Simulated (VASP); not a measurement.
The system is NaI.

```
Na I
1.0
     0.00000    3.54319    3.54319
     3.54319    0.00000    3.54319
     3.54319    3.54319    0.00000
Na I
1 1
Direct
  0.00000 0.00000 0.00000
  0.25000 0.25000 0.25000
```

Program: VASP 6.6.1. Alike in all runs: task single point; no spin polarisation; cell as given; cutoff (eV) 520; smearing gaussian 0.01 eV.

Q: Order these runs on this cell by their band gap on the k mesh, lowest first.
A. level PBE; potentials or basis VASP PAW PBE potentials, release 64 (Na_pv, I); k mesh 6 × 6 × 6
B. level r2SCAN; potentials or basis VASP PAW PBE potentials, release 64 (Na_pv, I); k mesh 4 × 4 × 4
C. level LDA; potentials or basis VASP PAW LDA potentials, release 64 (Na_pv, I); k mesh 4 × 4 × 4
D. level HSE06; potentials or basis VASP PAW PBE potentials, release 64 (Na_pv, I); k mesh 4 × 4 × 4; grid for exact exchange (PRECFOCK) Normal; screening parameter 0.2079 1/Å

A: C (3.50 eV), A (3.82 eV), B (4.42 eV), D (4.80 eV).

Caveats: spin-orbit coupling is left out, which moves the levels of the heavy elements.
